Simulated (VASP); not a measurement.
# Ga8SnAs7 (a cell with a defect) in VASP: single point with LDA

Aim: the single point of Ga8SnAs7 (a cell with a defect) with LDA.

Everything below comes from runs of VASP 6.6.1. Logs are shortened: lines on timing, memory, paths and dates and some standing lists are left out, and cuts for length are marked.

## (1) The cell of the first run

The cell holds a defect, 16 atoms: a = 7.924 Å, b = 7.924 Å, c = 7.924 Å, α = 60.00°, β = 60.00°, γ = 60.00°.

## (2) Single point, LDA

Input file INCAR:

```
SYSTEM = Ga8SnAs7
  ALGO = Normal
  EDIFF = 1E-6
  ENCUT = 520
  GGA = CA
  ISIF = 2
  ISMEAR = 0
  LASPH = .TRUE.
  LCHARG = .TRUE.
  LELF = .TRUE.
  LREAL = Auto
  LVHAR = .TRUE.
  LWAVE = .FALSE.
  NBANDS = 90
  NELECT = 154.0
  NELM = 80
  PREC = Accurate
  SIGMA = 0.02
```

Input file KPOINTS:

```
k-points
0
G
  3 3 3
  0 0 0
```

Input file POSCAR:

```
Ga8SnAs7
1.0
    0.0000000000      5.6033815718     -5.6033815718
    5.6033815718      5.6033815718      0.0000000000
    5.6033815718      0.0000000000     -5.6033815718
Ga Sn As
8 1 7
Direct
    0.4977027597      0.0021917720      0.5013554860
    0.4975532471      0.4996217719      0.5014106234
   -0.0038564787     -0.0014729329      0.5073298494
    0.0002302355      0.4995337549      0.5013765079
    0.5023905979     -0.0009560524      0.0009464938
    0.4977753002      0.4995388261      0.0039966533
   -0.0030450675     -0.0017071636      0.0001238069
   -0.0036644709      0.5053069126      0.0004337845
    0.1223747446      0.1254142488      0.1274583436
    0.1216012158      0.6268068291      0.1251926884
    0.6253113168      0.1233715381      0.1251861227
    0.6247625879      0.6274711348      0.1252472369
    0.1215297977      0.1233548510      0.6286502639
    0.1213711829      0.6270106100      0.6289247179
    0.6245905760      0.1234546850      0.6293775952
    0.6232895512      0.6252296963      0.6270323264
```

Potentials or basis: VASP PAW LDA potentials, release 64 (Ga_d, Sn_d, As).

Started as:

```console
$ cat potpaw_LDA.64/Ga_d/POTCAR potpaw_LDA.64/Sn_d/POTCAR potpaw_LDA.64/As/POTCAR > POTCAR
$ mpirun -np 1 vasp_std > vasp.out
```

OUTCAR:

```text
SYSTEM = Ga8SnAs7
   EDIFF = 1E-6
   ENCUT = 520
   GGA = CA
   ISIF = 2
   ISMEAR = 0
   LASPH = .TRUE.
   LREAL = Auto
   NELECT = 154.0
   NELM = 80
   PREC = Accurate

 ion  position               nearest neighbor table
   1  0.498  0.002  0.501-  11 2.43  15 2.43  13 2.43  16 2.44
   2  0.498  0.500  0.501-  12 2.43  15 2.43  14 2.43  16 2.44
   3  0.996  0.999  0.507-  14 2.40  13 2.40  15 2.40   9 2.46
   4  0.000  0.500  0.501-  14 2.43  13 2.43  10 2.43  16 2.44
   5  0.502  0.999  0.001-  11 2.40  15 2.40  12 2.40   9 2.46
   6  0.498  0.500  0.004-  11 2.43  12 2.43  10 2.43  16 2.44
[... 8 lines left out ...]
  15  0.625  0.123  0.629-   3 2.40   5 2.40   2 2.43   1 2.43
  16  0.623  0.625  0.627-   4 2.44   1 2.44   6 2.44   2 2.44

  LATTYP: Found a face centered cubic cell.
 ALAT       =    11.2067631436

  Lattice vectors:

 A1 = (   0.0000000000,   5.6033815718,  -5.6033815718)
 A2 = (   5.6033815718,   5.6033815718,   0.0000000000)
 A3 = (   5.6033815718,   0.0000000000,  -5.6033815718)

Analysis of symmetry for initial positions (statically):
=====================================================================
 Subroutine PRICEL returns:
 Original cell was already a primitive cell.

 Routine SETGRP: Setting up the symmetry group for a
 face centered cubic supercell.

 Subroutine GETGRP returns: Found  1 space group operations
 (whereof  1 operations were pure point group operations)
 out of a pool of 48 trial point group operations.

The static configuration has the point symmetry C_1 .

Analysis of symmetry for dynamics (positions and initial velocities):
=====================================================================
 Subroutine PRICEL returns:
 Original cell was already a primitive cell.

 Routine SETGRP: Setting up the symmetry group for a
 face centered cubic supercell.

 Subroutine GETGRP returns: Found  1 space group operations
 (whereof  1 operations were pure point group operations)
 out of a pool of 48 trial point group operations.

The dynamic configuration has the point symmetry C_1 .

 Subroutine INISYM returns: Found  1 space group operations
 (whereof  1 operations are pure point group operations),
 and found     1 'primitive' translations

[... 110 lines left out ...]
   NELM   =     80;   NELMIN=  2; NELMDL= -5     # of ELM steps
   EDIFF  = 0.1E-05   stopping-criterion for ELM
   LREAL  =      T    real-space projection
   EDIFFG = 0.1E-04   stopping-criterion for IOM
   NSW    =      0    number of steps for IOM
   IBRION =     -1    ionic relax: 0-MD 1-quasi-New 2-CG
   NFREE  =      0    steps in history (QN), initial steepest desc. (CG)
   ISIF   =      2    stress and relaxation
   ISYM   =      2    0-nonsym 1-usesym 2-fastsym
   POTIM  = 0.5000    time-step for ionic-motion
   TEBEG  =    0.0;   TEEND  =   0.0 temperature during run
   PSTRESS=    0.0 pullay stress
   NELECT =     154.0000    total number of electrons
   NUPDOWN=      -1.0000    fix difference up-down
   EMIN   =  10.00;   EMAX   =-10.00  energy-range for DOS
   EFERMI =   0.00;   METHOD = LEGACY
   ISMEAR =     0;   SIGMA  =   0.02  broadening in eV -4-tet -1-fermi 0-gaus
   EFERMI_NEDOS =   21; number of points for ismear=-14 and -15
   IALGO  =     38    algorithm
   IMIX   =      4    mixing-type and parameters
     AMIX     =   0.40;   BMIX     =  1.00
     AMIX_MAG =   1.60;   BMIX_MAG =  1.00
  volume/ion in A,a.u.               =      21.99       148.41
  Fermi-wavevector in a.u.,A,eV,Ry     =   1.242953  2.348841 21.020094  1.544933
  Thomas-Fermi vector in A             =   2.377285
   LORBIT       =      0    0 simple, 1 ext, 2 COOP (PROOUT), +10 PAW based schemes
   GGA     = CA    functional components
   LHFCALC =     F    Hartree Fock is set to
   AEXX    =    0.0000 exact exchange contribution
   IVDW    =     0    specifies the selected vdW correction
   LEPSILON=     F    determine dielectric tensor
   LRPA    =     F    only Hartree local field effects (RPA)
 non-spin polarized calculation
 Gauss-broadening in eV      SIGMA  =   0.02
  energy-cutoff  :      520.00
  volume of cell :      351.87
 maximum number of plane-waves:      9491
   NGX = 29   NGY = 29   NGZ = 29

 number of electron     154.0000019 magnetization

 Free energy of the ion-electron system (eV)
  ---------------------------------------------------
  ext. energy  EPLUGINS =         0.00000000
  ---------------------------------------------------
  free energy    TOTEN  =       -69.66900204 eV

  energy without entropy =      -69.66786310  energy(sigma->0) =      -69.66843257

 E-fermi :   5.0556     XC(G=0): -10.1727

 val. band max:        5.0510579673   @ k =   0.0000   0.0000   0.0000
 cond. band min:       5.2600380138   @ k =   0.0000   0.0000   0.0000
 fundamental gap:      0.2089800466
 Fermi energy:         5.0555653786

 k-point     1 :       0.0000    0.0000    0.0000
  band No.  band energies     occupation
      1     -15.8021      2.00000
      2     -15.8014      2.00000
      3     -15.8013      2.00000
      4     -15.7193      2.00000
      5     -15.7193      2.00000
      6     -10.8796      2.00000
[... 1277 lines left out ...]
     88       8.4509      0.00000
     89       8.6485      0.00000
 [bands above 89 left out]

------------------------ aborting loop because EDIFF is reached ----------------------------------------

  FORCE on cell =-STRESS in cart. coord.  units (eV):
  Direction    XX          YY          ZZ          XY          YZ          ZX
  --------------------------------------------------------------------------------------
  -------------------------------------------------------------------------------------
  Total       16.6655680     16.6565995     16.6488155      0.0146708      0.0108803     -0.0140351
  in kB       75.8839823     75.8431458     75.8077023      0.0668009      0.0495418     -0.0639066
  external PRESSURE =      75.8449435 kB  Pullay stress =       0.0000000 kB

 VOLUME and BASIS-vectors are now :
 -----------------------------------------------------------------------------
  energy-cutoff  :      520.00
  volume of cell :      351.87
      direct lattice vectors                 reciprocal lattice vectors
     0.000000000  5.603381572 -5.603381572    -0.089231831  0.089231831 -0.089231831
     5.603381572  5.603381572  0.000000000     0.089231831  0.089231831  0.089231831
     5.603381572  0.000000000 -5.603381572     0.089231831 -0.089231831 -0.089231831

 POSITION                                       TOTAL-FORCE (eV/Angst)
 -----------------------------------------------------------------------------------
      2.82157      2.80110     -5.59810        -0.000119     -0.000670     -0.000148
      5.60917      5.58755     -5.59758         0.000348      0.000101     -0.001181
      8.43789     11.17690     -8.42453        -0.004459      0.004517      0.003527
      5.60848      2.80037     -2.81069         0.000132      0.000257      0.000751
      5.60333      8.41311     -2.82039         0.000967     -0.003628      0.003493
      2.82150      5.58833     -2.81162        -0.000937      0.000050      0.001073
[... 8 lines left out ...]
      4.21841      4.19158     -7.02646         0.002106     -0.000888     -0.003619
      7.01690      6.99593     -7.00603        -0.003357      0.001578      0.001644
 -----------------------------------------------------------------------------------
    total drift:                                0.000687      0.001306      0.002361

  FREE ENERGIE OF THE ION-ELECTRON SYSTEM (eV)
  ---------------------------------------------------
  free  energy   TOTEN  =       -69.6690020408 eV

  energy  without entropy=      -69.6678631017  energy(sigma->0) =      -69.66843257
```

stdout:

```text
POSCAR found type information on POSCAR GaSnAs
 POSCAR found :  3 types and      16 ions
 scaLAPACK will be used
 LDA part: xc-table for (Slater(with rela. corr.)+CA(PZ))
 , standard interpolation
 POSCAR, INCAR and KPOINTS ok, starting setup
 FFT: planning ... GRIDC
 FFT: planning ... GRID_SOFT
 FFT: planning ... GRID
 WAVECAR not read
 entering main loop
 the old and the new charge density differ
 old charge density:   153.00000 new  154.00000
    0.960E+00
```

Wall time 22 min (1 thread of Intel Xeon Platinum 8259CL at 2.50GHz (Skylake/Cascade Lake), shared host); peak memory 0.53 GiB.

Results:

| Property | Result |
| --- | --- |
| Free energy | -69.6690 eV |
| Largest force | 0.007 eV/Å |

Forces on the atoms (eV/Å):
```
Ga   0.000 -0.001  0.000
Ga   0.000  0.000 -0.001
Ga  -0.004  0.005  0.004
Ga   0.000  0.000  0.001
Ga   0.001 -0.004  0.003
Ga  -0.001  0.000  0.001
Ga   0.005  0.003 -0.003
Ga  -0.004 -0.003 -0.003
Sn   0.000  0.001 -0.003
As  -0.001  0.000  0.002
As   0.004  0.003  0.001
As   0.001 -0.002 -0.001
As   0.002 -0.003  0.000
As  -0.003  0.000  0.001
As   0.002 -0.001 -0.004
As  -0.003  0.002  0.002
```

Caveat: the cell carries a net charge on a neutralising background, which shifts energy and pressure; the cell is charged against a uniform background, so pressure and absolute levels hang on convention; spin-orbit coupling is left out, which moves the levels of the heavy elements.
